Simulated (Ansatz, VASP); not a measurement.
## One calculation of FeCo3, two programs

POSCAR

```
FeCo3
1.0
    2.4660100000      0.0000000000      0.0000000000
    0.0000000000      2.4660100000      0.0000000000
    0.0000000000      0.0000000000      7.0634590000
Fe Co
1 3
Direct
    0.0000000000      0.0000000000      0.0000000000
    0.5000000000      0.5000000000      0.7454040000
    0.0000000000      0.0000000000      0.5000000000
    0.5000000000      0.5000000000      0.2545960000
```

The input INCAR.step1:

```
SYSTEM = FeCo3
ALGO = Normal ; EDIFF = 1E-4
ENCUT = 520 ; GGA = PE
ISMEAR = 0 ; ISPIN = 2
LASPH = .True. ; LCHARG = .False.
LMAXMIX = 4 ; LREAL = .False.
LWAVE = .True. ; MAGMOM = 3.1 2.09 2.12 2.09
NBANDS = 30 ; NELM = 150
PREC = Accurate ; SIGMA = 0.4
```

INCAR.step2

```
SYSTEM = FeCo3
ALGO = Normal ; EDIFF = 1E-6
ENCUT = 520 ; ISIF = 2
ISMEAR = 0 ; ISPIN = 2
ISTART = 1 ; LASPH = .True.
LCHARG = .False. ; LMAXMIX = 4
LMIXTAU = .True. ; LORBIT = 11
LREAL = .False. ; LWAVE = .False.
MAGMOM = 3.1 2.09 2.12 2.09 ; METAGGA = R2SCAN
NBANDS = 30 ; NELM = 150
PREC = Accurate ; SIGMA = 0.4
```

KPOINTS

```
k-points
0
Gamma
  8 8 3
  0 0 0
```

Input for Ansatz:

```yaml
crystal:
  lattice:
    - [2.46601, 0.0, 0.0]
    - [0.0, 2.46601, 0.0]
    - [0.0, 0.0, 7.063459]
  atoms:
    - { symbol: Fe, position: [0.0, 0.0, 0.0], spin: 3.1 }
    - { symbol: Co, position: [0.5, 0.5, 0.745404], spin: 2.09 }
    - { symbol: Co, position: [0.0, 0.0, 0.5], spin: 2.12 }
    - { symbol: Co, position: [0.5, 0.5, 0.254596], spin: 2.09 }
basis:
  ecutwfc: 500
kpoints:
  mp_grid: { grid: [8, 8, 3] }
hamiltonian:
  xc: r2scan
scf:
  occupations: { method: gaussian, width: 0.4 }
output:
  forces: true
  stress: true
  eigenvalues: true
  populations: true
magnetization:
  spin_polarized: true
```

Alike in both runs: task single point; functional r2SCAN; k mesh 8 × 8 × 3; occupations gaussian, width 0.4 eV; collinear spin.

```csv
,VASP,Ansatz
version,VASP 6.6.1,Ansatz 0.2.0
potentials or method,"VASP PAW PBE potentials, release 64 (Fe, Co), cutoff 520 eV","scalar-relativistic, plane waves, PAW"
valence electrons in the cell,35,67
```

|  | VASP | Ansatz | Ansatz less VASP |
| --- | --- | --- | --- |
| gap on the k mesh at the Fermi level (eV) | none | none | - |
| pressure (GPa) | 5.9 | 5.9 | +0.07 |
| traceless stress, the component that is largest in VASP (GPa) | 0.52 | 0.53 | +0.015 |
| rms of the force components (eV/Å) | 0.145 | 0.151 | +0.0067 |
| net moment per atom (μB) | 1.99 | 2.00 | +0.005 |
| size of the moment on the site where the two differ most (μB) | 1.79 | 1.87 | +0.078 |

VASP's potentials were made for PBE, not for r2SCAN. Site moments also hang on the region over which each program counts them. Atom by atom the forces differ by 0.007 eV/Å (rms over components). A gap of «none» marks a metal or a gap that the smearing closes. VASP's potentials hold 35 valence electrons a cell and Ansatz's 67, so a difference there can come from the potentials and not from the codes. Ansatz's warnings: stability check not made.
